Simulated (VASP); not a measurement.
Input of a VASP 6.6.1 run:

File INCAR:

```
PREC     = Accurate       # precision mode
ENCUT    = 520            # plane-wave cutoff, eV
EDIFF    = 1E-6           # SCF threshold, eV
ISMEAR   = 0              # smearing method
SIGMA    = 0.1            # smearing width, eV
LREAL    = False          # projectors in reciprocal space
LASPH    = True           # aspherical terms in the spheres
NELM     = 80             # most SCF steps
ALGO     = Fast           # electronic algorithm
ISIF     = 2              # what is computed and relaxed
LWAVE    = False          # write WAVECAR
LCHARG   = False          # write CHGCAR
GGA      = PS             # functional
IVDW     = 12             # dispersion correction
NBANDS   = 10             # bands
```

The input KPOINTS:

```
Automatic mesh
0
Gamma
  18 18 10
```

The input POSCAR:

```
Al
1.0
    2.6371956622      0.0000000000      0.0000000000
   -1.3185978311      2.2838784382      0.0000000000
    0.0000000000      0.0000000000      4.2960470437
Al
2
Direct
    0.6666666667      0.3333333333      0.7500000000
    0.3333333333      0.6666666667      0.2500000000
```

Potentials or basis: VASP PAW PBE potentials, release 64 (Al).

Launch:

```sh
$ cat potpaw_PBE.64/Al/POTCAR > POTCAR
$ mpirun -np 1 vasp_std > vasp.out
```

**Question.** What does it give for the band gap on the k mesh?

**Answer.** Zero (band 3 reaches 15.40 eV, above the bottom of band 4 at 7.20 eV).

**Question.** Estimate the dispersion energy per atom.

**Answer.** -0.406 eV.

**Question.** What does it give for the pressure?

**Answer.** 25.2 GPa.

Stress tensor (GPa, compression positive):
```
25.18  0.00  0.00
 0.00 25.18  0.00
 0.00  0.00 25.26
```

Caveat: the PAW data sets were made with another functional, which shifts forces and pressure a little; pairwise dispersion overbinds metals, which lowers pressure and volume.
